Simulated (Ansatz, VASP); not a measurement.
Given: the input of a run of Ansatz 0.2.0 on CdSe.

Contents of input.yaml:

```yaml
crystal:
  lattice:
    - [0.0, 3.0287759606, 3.0287759606]
    - [3.0287759606, 0.0, 3.0287759606]
    - [3.0287759606, 3.0287759606, 0.0]
  atoms:
    - { symbol: Cd, position: [0.0, 0.0, 0.0], spin: 1.0 }
    - { symbol: Se, position: [0.25, 0.25, 0.25] }
kpoints:
  mp_grid: { grid: [8, 8, 8] }
scf:
  occupations: { method: fermi_dirac, width: 0.05 }
hamiltonian:
  xc: pbe
  dispersion: d4
  pseudopotentials: { kind: all_electron, lapw: { basis_error: 0.002 } }
magnetization:
  spin_polarized: true
  initial_magnetization: 1.0
  spin_locking: { lock_magnetization: hard }
output:
  forces: true
  stress: true
  eigenvalues: true
```

Potentials or basis: all-electron LAPW, scalar-relativistic.

Run with:

```bash
$ ansatz run input.yaml --threads 1 --pin off --max-ram 2560MiB --backend cpu --events-out ev --progress --plain --runs-dir out
```

Question: Translate it to VASP 6.6.1. Potentials there: VASP PAW PBE potentials, release 64 (Cd, Se).

Answer: As run (the cutoff follows the program's own potentials):

Contents of INCAR:

```
PREC = Accurate
ENCUT = 520
EDIFF = 1E-6
ISMEAR = -1
SIGMA = 0.05
LREAL = False
LASPH = True
NELM = 150
ALGO = Normal
ISIF = 2
LWAVE = False
LCHARG = False
ISPIN = 2
MAGMOM = 1 0
LORBIT = 11
NUPDOWN = 1.0
GGA = PE
IVDW = 13
NBANDS = 20
```

File KPOINTS:

```
Automatic mesh
0
Gamma
  8 8 8
```

The input POSCAR:

```
CdSe
1.0
    0.0000000000      3.0287759606      3.0287759606
    3.0287759606      0.0000000000      3.0287759606
    3.0287759606      3.0287759606      0.0000000000
Cd Se
1 1
Direct
    0.0000000000      0.0000000000      0.0000000000
    0.2500000000      0.2500000000      0.2500000000
```

Potentials or basis: VASP PAW PBE potentials, release 64 (Cd, Se).

Launch:

```sh
$ cat potpaw_PBE.64/Cd/POTCAR potpaw_PBE.64/Se/POTCAR > POTCAR
$ mpirun -np 1 vasp_std > vasp.out
```

Both were run:

|  | VASP | Ansatz | Ansatz less VASP |
| --- | --- | --- | --- |
| pressure (GPa) | 5.8 | 5.4 | -0.34 |
| size of the moment on the site where the two differ most (μB) | 0.40 | 0.44 | +0.043 |

Site moments also hang on the region over which each program counts them. Ansatz ran all-electron here, and VASP with PAW potentials.
